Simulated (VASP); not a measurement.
# Zn (C2/m) in VASP: notebook

Runs on Zn. Level: PBEsol. Tasks: single point, relaxation of cell and atoms.

Everything below comes from runs of VASP 6.6.1. Logs are shortened: lines on timing, memory, paths and dates and some standing lists are left out, and cuts for length are marked.

## (1) The cell of the first run

Symmetry: C2/m, No. 12, monoclinic system. Conventional cell: a = 4.536 Å, b = 2.617 Å, c = 7.757 Å, α = 90.00°, β = 101.84°, γ = 90.00°. Within 3.5 Å of Zn (site symmetry m) lie 12 Zn at 2.62 to 2.97 Å. Zn (site symmetry 2/m) has 12 Zn at 2.62 to 2.97 Å within 3.5 Å.

## (2) Single point, PBEsol

INCAR

```
SYSTEM = Zn
PREC = Accurate
ENCUT = 520
EDIFF = 1E-6
ISMEAR = -1
SIGMA = 0.05
LREAL = .False.
LASPH = .True.
NELM = 60
ALGO = Normal
ISIF = 2
LWAVE = .False.
LCHARG = .False.
GGA = PS
NBANDS = 25
```

KPOINTS

```
regular mesh
0
Gamma
  10 10 3
  0 0 0
```

POSCAR

```
Zn
1.0
    2.2681701736     -1.3084870100      0.0000000000
    2.2681701736      1.3084870100      0.0000000000
   -1.5917165425      0.0000000000      7.5924245196
Zn
3
Direct
    0.7780178600      0.7780178600      0.3345049800
    0.2219821400      0.2219821400      0.6654950200
    0.0000000000      0.0000000000      0.0000000000
```

Potentials or basis: VASP PAW PBE potentials, release 64 (Zn).

Launch:

```
> cat potpaw_PBE.64/Zn/POTCAR > POTCAR
> mpirun -np 1 vasp_std > vasp.out
```

OUTCAR:

```text
SYSTEM = Zn
   PREC = Accurate
   ENCUT = 520
   EDIFF = 1E-6
   ISMEAR = -1
   LREAL = .False.
   LASPH = .True.
   NELM = 60
   ISIF = 2
   GGA = PS

 ion  position               nearest neighbor table
   1  0.778  0.778  0.335-   2 2.92   2 2.94   2 2.94   3 2.95   3 2.95   3 2.97
   2  0.222  0.222  0.665-   1 2.92   1 2.94   1 2.94   3 2.95   3 2.95   3 2.97
   3  0.000  0.000  0.000-   1 2.95   1 2.95   2 2.95   2 2.95   1 2.97   2 2.97

  LATTYP: Found a base centered monoclinic cell.
 ALAT       =     4.5363403472
 B/A-ratio  =     0.5768910222
 C/A-ratio  =     1.7100741653
 COS(beta)  =    -0.2051847848

  Lattice vectors:

 A1 = (   2.2681701736,  -1.3084870100,   0.0000000000)
 A2 = (   2.2681701736,   1.3084870100,   0.0000000000)
 A3 = (  -1.5917165425,   0.0000000000,   7.5924245196)

Analysis of symmetry for initial positions (statically):
=====================================================================
 Subroutine PRICEL returns:
 Original cell was already a primitive cell.

 Routine SETGRP: Setting up the symmetry group for a
 base centered monoclinic supercell.

 Subroutine GETGRP returns: Found  4 space group operations
 (whereof  4 operations were pure point group operations)
 out of a pool of  4 trial point group operations.

The static configuration has the point symmetry C_2h.

Analysis of symmetry for dynamics (positions and initial velocities):
=====================================================================
 Subroutine PRICEL returns:
 Original cell was already a primitive cell.

 Routine SETGRP: Setting up the symmetry group for a
 base centered monoclinic supercell.

 Subroutine GETGRP returns: Found  4 space group operations
 (whereof  4 operations were pure point group operations)
 out of a pool of  4 trial point group operations.

The dynamic configuration has the point symmetry C_2h.

 Subroutine INISYM returns: Found  4 space group operations
 (whereof  4 operations are pure point group operations),
 and found     1 'primitive' translations

----------------------------------------------------------------------------------------

                                     Primitive cell

  volume of cell :      45.0667

  direct lattice vectors                    reciprocal lattice vectors
     2.268170174 -1.308487010  0.000000000     0.220442013 -0.382120721  0.046214644
     2.268170174  1.308487010  0.000000000     0.220442013  0.382120721  0.046214644
    -1.591716542  0.000000000  7.592424520     0.000000000  0.000000000  0.131710233

  length of vectors
     2.618536651  2.618536651  7.757478433     0.443561405  0.443561405  0.131710233

  position of ions in fractional coordinates (direct lattice)
     0.778017860  0.778017860  0.334504980
     0.221982140  0.221982140  0.665495020
     0.000000000  0.000000000  0.000000000

  ion indices of the primitive-cell ions
   primitive index   ion index
                 1           1
                 2           2
                 3           3

----------------------------------------------------------------------------------------

 KPOINTS: regular mesh

Automatic generation of k-mesh.
 Grid dimensions read from file:
 generate k-points for:   10   10    3

 Generating k-lattice:

  Cartesian coordinates                     Fractional coordinates (reciprocal lattice)
     0.022044201 -0.038212072  0.004621464     0.100000000  0.000000000  0.000000000
     0.022044201  0.038212072  0.004621464     0.000000000  0.100000000  0.000000000
     0.000000000  0.000000000  0.043903411     0.000000000  0.000000000  0.333333333

  Length of vectors
     0.044356141  0.044356141  0.043903411

  Shift w.r.t. Gamma in fractional coordinates (k-lattice)
     0.000000000  0.000000000  0.000000000

 Subroutine IBZKPT returns following result:
 ===========================================

 Found     86 irreducible k-points:

 Following reciprocal coordinates:
            Coordinates               Weight
  0.000000  0.000000  0.000000      1.000000
  0.100000  0.000000  0.000000      4.000000
  0.200000  0.000000  0.000000      4.000000
  0.300000  0.000000  0.000000      4.000000
  0.400000  0.000000  0.000000      4.000000
  0.500000  0.000000  0.000000      2.000000
[... 16 lines left out ...]
  0.300000  0.300000  0.000000      2.000000
  0.400000  0.300000  0.000000      4.000000
 [... further k-points ...]
   k-points           NKPTS =     86   k-points in BZ     NKDIM =     86   number of bands    NBANDS=     25
   number of dos      NEDOS =    301   number of ions     NIONS =      3
   total plane-waves  NPLWV =  24000
   dimension x,y,z NGX =    20 NGY =   20 NGZ =   60
   dimension x,y,z NGXF=    40 NGYF=   40 NGZF=  120
   ions per type =               3
   NGX,Y,Z   is equivalent  to a cutoff of  12.70, 12.70, 12.86 a.u.
   NGXF,Y,Z  is equivalent  to a cutoff of  25.40, 25.40, 25.72 a.u.
 SYSTEM =  Zn
   PREC   = accura    normal or accurate (medium, high low for compatibility)
   ISTART =      0    job   : 0-new  1-cont  2-samecut
   ICHARG =      2    charge: 1-file 2-atom 10-const
   ISPIN  =      1    spin polarized calculation?
   LNONCOLLINEAR =      F non collinear calculations
   LSORBIT =      F    spin-orbit coupling
   LASPH  =      T    aspherical Exc in radial PAW
   ENCUT  =  520.0 eV  38.22 Ry    6.18 a.u.   4.87  4.87 14.42*2*pi/ulx,y,z
   NELM   =     60;   NELMIN=  2; NELMDL= -5     # of ELM steps
   EDIFF  = 0.1E-05   stopping-criterion for ELM
   LREAL  =      F    real-space projection
   EDIFFG = 0.1E-04   stopping-criterion for IOM
   NSW    =      0    number of steps for IOM
   IBRION =     -1    ionic relax: 0-MD 1-quasi-New 2-CG
   NFREE  =      0    steps in history (QN), initial steepest desc. (CG)
   ISIF   =      2    stress and relaxation
   ISYM   =      2    0-nonsym 1-usesym 2-fastsym
   POTIM  = 0.5000    time-step for ionic-motion
   TEBEG  =    0.0;   TEEND  =   0.0 temperature during run
   PSTRESS=    0.0 pullay stress
   NELECT =      36.0000    total number of electrons
   NUPDOWN=      -1.0000    fix difference up-down
   EMIN   =  10.00;   EMAX   =-10.00  energy-range for DOS
   EFERMI =   0.00;   METHOD = LEGACY
   ISMEAR =    -1;   SIGMA  =   0.05  broadening in eV -4-tet -1-fermi 0-gaus
   EFERMI_NEDOS =   21; number of points for ismear=-14 and -15
   IALGO  =     38    algorithm
   IMIX   =      4    mixing-type and parameters
     AMIX     =   0.40;   BMIX     =  1.00
     AMIX_MAG =   1.60;   BMIX_MAG =  1.00
  volume/ion in A,a.u.               =      15.02       101.37
  Fermi-wavevector in a.u.,A,eV,Ry     =   1.518998  2.870490 31.393463  2.307354
  Thomas-Fermi vector in A             =   2.628043
   LORBIT       =      0    0 simple, 1 ext, 2 COOP (PROOUT), +10 PAW based schemes
   GGA     = PS    functional components
   LHFCALC =     F    Hartree Fock is set to
   AEXX    =    0.0000 exact exchange contribution
   IVDW    =     0    specifies the selected vdW correction
   LEPSILON=     F    determine dielectric tensor
   LRPA    =     F    only Hartree local field effects (RPA)
 non-spin polarized calculation
  energy-cutoff  :      520.00
  volume of cell :       45.07
 maximum number of plane-waves:      1235
   NGX =  9   NGY =  9   NGZ = 29

 number of electron      36.0000002 magnetization

 Free energy of the ion-electron system (eV)
  ---------------------------------------------------
  ext. energy  EPLUGINS =         0.00000000
  ---------------------------------------------------
  free energy    TOTEN  =        -4.74804496 eV

  energy without entropy =       -4.74315782  energy(sigma->0) =       -4.74560139

 E-fermi :   2.7797     XC(G=0): -11.7561

 val. band max:        2.6957087386   @ k =   0.3000   0.3000   0.3333
 cond. band min:       2.7864876245   @ k =   0.3000   0.0000   0.3333
 fundamental gap:      0.0907788859
 Fermi energy:         2.7796941651

 k-point     1 :       0.0000    0.0000    0.0000
  band No.  band energies     occupation
      1      -7.5072      2.00000
      2      -5.9057      2.00000
      3      -5.8946      2.00000
      4      -4.9701      2.00000
      5      -4.6913      2.00000
      6      -4.6889      2.00000
[... 17 lines left out ...]
     24      21.9427      0.00000
     25      22.1078      0.00000

 k-point     2 :       0.1000    0.0000    0.0000
  band No.  band energies     occupation
      1      -7.1966      2.00000
      2      -5.7360      2.00000
      3      -5.6784      2.00000
      4      -4.9307      2.00000
      5      -4.7318      2.00000
      6      -4.7136      2.00000
[... 17 lines left out ...]
     24      19.4376      0.00000
     25      19.7309      0.00000

 k-point     3 :       0.2000    0.0000    0.0000
  band No.  band energies     occupation
      1      -6.3254      2.00000
      2      -5.3528      2.00000
      3      -5.2948      2.00000
      4      -4.8680      2.00000
      5      -4.8349      2.00000
      6      -4.8001      2.00000
[... 17 lines left out ...]
     24      16.7379      0.00000
     25      17.5315      0.00000

 k-point     4 :       0.3000    0.0000    0.0000
  band No.  band energies     occupation
      1      -5.4954      2.00000
      2      -5.3116      2.00000
      3      -5.2576      2.00000
      4      -5.0211      2.00000
      5      -4.9504      2.00000
      6      -4.7629      2.00000
[... 17 lines left out ...]
     24      15.7213      0.00000
     25      15.8676      0.00000

 k-point     5 :       0.4000    0.0000    0.0000
  band No.  band energies     occupation
      1      -5.4354      2.00000
      2      -5.4209      2.00000
      3      -5.3777      2.00000
      4      -5.1339      2.00000
      5      -5.0823      2.00000
      6      -4.7906      2.00000
[... 17 lines left out ...]
     24      12.7246      0.00000
     25      14.8526      0.00000

 k-point     6 :       0.5000    0.0000    0.0000
  band No.  band energies     occupation
      1      -5.4775      2.00000
      2      -5.4484      2.00000
      3      -5.4365      2.00000
      4      -5.1726      2.00000
      5      -5.1277      2.00000
      6      -4.8304      2.00000
[... 17 lines left out ...]
     24      11.9976      0.00000
     25      14.5878      0.00000
[... 393 lines left out ...]
 k-point    21 :      -0.3000    0.2000    0.0000
  band No.  band energies     occupation
      1      -5.1329      2.00000
      2      -5.1080      2.00000
      3      -5.0734      2.00000
      4      -5.0241      2.00000
      5      -4.9331      2.00000
      6      -4.7262      2.00000
[... 17 lines left out ...]
     24       9.3418      0.00000
     25      10.4829      0.00000

 k-point    22 :      -0.2000    0.2000    0.0000
  band No.  band energies     occupation
      1      -5.0602      2.00000
      2      -5.0575      2.00000
      3      -4.9822      2.00000
      4      -4.9751      2.00000
      5      -4.8664      2.00000
      6      -4.8601      2.00000
[... 17 lines left out ...]
     24      10.2346      0.00000
     25      13.5022      0.00000

 k-point    23 :       0.3000    0.3000    0.0000
  band No.  band energies     occupation
      1      -5.4680      2.00000
      2      -5.3153      2.00000
      3      -5.2808      2.00000
      4      -5.0022      2.00000
      5      -4.9412      2.00000
      6      -4.8110      2.00000
[... 17 lines left out ...]
     24      14.3559      0.00000
     25      15.3882      0.00000

 k-point    24 :       0.4000    0.3000    0.0000
  band No.  band energies     occupation
      1      -5.2995      2.00000
      2      -5.2753      2.00000
      3      -5.2309      2.00000
      4      -5.0625      2.00000
      5      -4.9704      2.00000
      6      -4.8239      2.00000
[... 17 lines left out ...]
     24      12.0608      0.00000
     25      12.8697      0.00000

 [... further k-points ...]
[... 5 lines left out ...]
  --------------------------------------------------------------------------------------
  -------------------------------------------------------------------------------------
  Total       -0.5972879     -0.6579891     -1.4966696      0.0000000      0.0000000     -0.0604345
  in kB      -21.2343411    -23.3923438    -53.2084971      0.0000000      0.0000000     -2.1485222
  external PRESSURE =     -32.6117273 kB  Pullay stress =       0.0000000 kB

 VOLUME and BASIS-vectors are now :
 -----------------------------------------------------------------------------
  energy-cutoff  :      520.00
  volume of cell :       45.07
      direct lattice vectors                 reciprocal lattice vectors
     2.268170174 -1.308487010  0.000000000     0.220442013 -0.382120721  0.046214644
     2.268170174  1.308487010  0.000000000     0.220442013  0.382120721  0.046214644
    -1.591716542  0.000000000  7.592424520     0.000000000  0.000000000  0.131710233

 POSITION                                       TOTAL-FORCE (eV/Angst)
 -----------------------------------------------------------------------------------
      2.99692      0.00000      2.53970        -0.002301      0.000000      0.008870
     -0.05229      0.00000      5.05272         0.002301      0.000000     -0.008870
      0.00000      0.00000      0.00000        -0.000000      0.000000      0.000000
 -----------------------------------------------------------------------------------
    total drift:                                0.000000     -0.000000     -0.000000

  FREE ENERGIE OF THE ION-ELECTRON SYSTEM (eV)
  ---------------------------------------------------
  free  energy   TOTEN  =        -4.7480449591 eV

  energy  without entropy=       -4.7431578185  energy(sigma->0) =       -4.74560139
```

Run time: 34 s. Hardware: 1 thread of Intel Xeon 6975P-C (Granite Rapids), shared host; peak memory 0.21 GiB.

What came out:

| Quantity | Value |
| --- | --- |
| Free energy | -4.7480 eV |
| Pressure | -3.3 GPa |
| Largest force | 0.009 eV/Å |
| Band gap on the k mesh | zero (bands 18 and 19 overlap by 3.91 eV) |

Forces on the atoms (eV/Å):
```
Zn  -0.002  0.000  0.009
Zn   0.002  0.000 -0.009
Zn   0.000  0.000  0.000
```

Stress tensor (GPa, compression positive):
```
-2.12  0.00 -0.21
 0.00 -2.34  0.00
-0.21  0.00 -5.32
```

Caveat: the cell stands under tension; the PAW data sets were made with another functional, which shifts forces and pressure a little.

## (3) Relaxation of cell and atoms, PBEsol

This run uses another cell than the first one, of 14.44 Å³/atom.

INCAR

```
SYSTEM = Zn
PREC     = Accurate       ! precision mode
ENCUT    = 600            ! plane-wave cutoff, eV
EDIFF    = 1E-6           ! SCF threshold, eV
ISMEAR   = -1             ! smearing method
SIGMA    = 0.05           ! smearing width, eV
LREAL    = .FALSE.        ! projectors in reciprocal space
LASPH    = .TRUE.         ! aspherical terms in the spheres
NELM     = 60             ! most SCF steps
ALGO     = Fast           ! electronic algorithm
ISIF     = 3              ! what is computed and relaxed
LWAVE    = .FALSE.        ! write WAVECAR
LCHARG   = .FALSE.        ! write CHGCAR
GGA      = PS             ! functional
IBRION   = 2              ! ionic algorithm
NSW      = 60             ! ionic steps
EDIFFG   = -0.01          ! ionic threshold
```

KPOINTS

```
regular mesh
0
G
  12 12 4
  0 0 0
```

POSCAR, as its differences from that of step 2:

```diff
@@ -4,3 +4,3 @@
     2.2681701736      1.3084870100      0.0000000000
-   -1.5917165425      0.0000000000      7.5924245196
+   -1.5917165425      0.0000000000      7.3004081919
 Zn
```

Potentials or basis: VASP PAW PBE potentials, release 64 (Zn).

Launch:

```
> cat potpaw_PBE.64/Zn/POTCAR > POTCAR
> mpirun -np 1 vasp_std > vasp.out
```

Run time: 12 min. Hardware: 1 thread of Intel Xeon 6975P-C (Granite Rapids), shared host; peak memory 0.29 GiB.

The run converged. Its results:

```yaml
Free_energy: -4.7514 eV
Relaxed_volume: 14.51 Å³/atom
Relaxed_cell: a = 2.577 Å, b = 2.577 Å, c = 7.718 Å, α = 99.57°, β = 99.57°, γ = 59.91°
Space_group_after_relaxing_to_0.1_Å: R-3m (No. 166)
Energy_gained_by_relaxing: 9.7 meV/atom
Ionic_steps: 22
Pressure_after_relaxing: 0.0 GPa
Band_gap_on_the_k_mesh: zero (bands 18 and 19 overlap by 4.56 eV)
```

Stress tensor (GPa, compression positive):
```
-0.07  0.00 -0.01
 0.00  0.07  0.00
-0.01  0.00  0.06
```

Step by step:
```tsv
step	energy change (eV)	largest force (eV/Å)	pressure (GPa)	volume (Å³)
1	0.0000	0.0113	-1.03	43.33
2	-0.0184	0.0065	0.67	42.74
3	-0.0203	0.0046	1.48	42.47
4	-0.0273	0.0018	0.73	43.14
5	-0.0280	0.0028	0.54	43.40
6	-0.0279	0.0035	0.19	43.52
7	-0.0280	0.0030	0.23	43.46
8	-0.0280	0.0029	0.15	43.44
9	-0.0285	0.0019	0.06	43.56
10	-0.0279	0.0018	-0.43	43.80
11	-0.0286	0.0015	-0.44	43.64
12	-0.0286	0.0018	-0.41	43.61
13	-0.0286	0.0020	-0.31	43.58
14	-0.0288	0.0012	0.09	43.48
15	-0.0289	0.0015	0.17	43.44
16	-0.0289	0.0017	0.08	43.42
17	-0.0289	0.0023	0.06	43.39
18	-0.0290	0.0019	0.41	43.40
19	-0.0290	0.0019	0.44	43.42
20	-0.0290	0.0023	0.14	43.42
21	-0.0290	0.0023	0.15	43.41
22	-0.0291	0.0017	0.02	43.52
```

Final structure:
```
Zn
1.0
     2.23263   -1.28670    0.01232
     2.23263    1.28670    0.01232
    -1.52348    0.00000    7.56643
Zn
3
Direct
  0.77784 0.77784 0.33439
  0.22216 0.22216 0.66561
  0.00000 0.00000 0.00000
```

Levels at points of the mesh, in eV from the Fermi level:
```csv
k point,band 14,band 15,band 16,band 17,band 18,band 19,band 20,band 21,band 22
"(0.00, 0.00, 0.00)",-7.17,-7.17,-7.17,-7.08,-7.05,0.87,0.92,12.23,16.22
"(0.50, 0.00, 0.00)",-6.88,-6.87,-2.76,-2.00,-1.57,0.79,1.19,2.02,6.42
"(0.50, 0.50, 0.00)",-6.88,-6.87,-2.47,-2.31,-1.72,0.07,1.90,3.39,4.50
"(0.00, 0.00, 0.50)",-7.25,-7.25,-7.13,-7.13,-4.11,-3.59,6.77,6.84,19.31
"(0.50, 0.00, 0.50)",-6.88,-6.87,-2.45,-2.30,-1.71,0.09,1.94,3.43,4.51
"(0.50, 0.50, 0.50)",-6.88,-6.88,-2.78,-2.01,-1.60,0.75,1.17,2.01,6.37
```

Caveat: the PAW data sets were made with another functional, which shifts forces and pressure a little.

The gap in the log of VASP goes by the Fermi energy; the results here count the filled bands.